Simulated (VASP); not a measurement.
Write the native input for VASP 6.6.1 that does the following.

```yaml
Task: single point
Functional: PBE
Potentials_or_basis: VASP PAW PBE potentials, release 64 (Sn_d)
Cutoff: 500 eV
k_mesh: 11 × 11 × 11
Occupations: fermi-dirac, width 0.1 eV
Spin: no spin polarisation
Dipole_correction: no
Further_INCAR_settings: ALGO = Normal; EDIFF = 1e-06; NBANDS = 21
```

The structure of Sn lies in POSCAR:

```
Sn
1.0
   -2.9196440000      2.9196440000      1.5938000000
    2.9196440000     -2.9196440000      1.5938000000
    2.9196440000      2.9196440000     -1.5938000000
Sn
2
Direct
    0.0000000000      1.0000000000      0.0000000000
    0.7500000000      0.2500000000      0.5000000000
```

One way to write it, as run:

INCAR

```
PREC = Accurate ; ENCUT = 500
EDIFF = 1E-6 ; ISMEAR = -1
SIGMA = 0.1 ; LREAL = F
LASPH = T ; NELM = 120
ALGO = Normal ; ISIF = 2
LWAVE = F ; LCHARG = T
GGA = PE ; LELF = T
LVHAR = T ; NBANDS = 21
GGA_COMPAT = F
```

KPOINTS

```
regular mesh
0
Gamma
  11 11 11
```

Potentials or basis: VASP PAW PBE potentials, release 64 (Sn_d).

Launch:

```bash
$ cat potpaw_PBE.64/Sn_d/POTCAR > POTCAR
$ mpirun -np 1 vasp_std > vasp.out
```

Results of the run:

| Property | Result |
| --- | --- |
| Pressure | 2.4 GPa |
| Band gap on the k mesh | zero (bands 14 and 15 overlap by 3.84 eV) |

Caveat: spin-orbit coupling is left out, which moves the levels of the heavy elements.

Wall time 120 s on 1 thread of Intel Xeon 8259CL, on a shared host, peak memory 0.25 GiB.
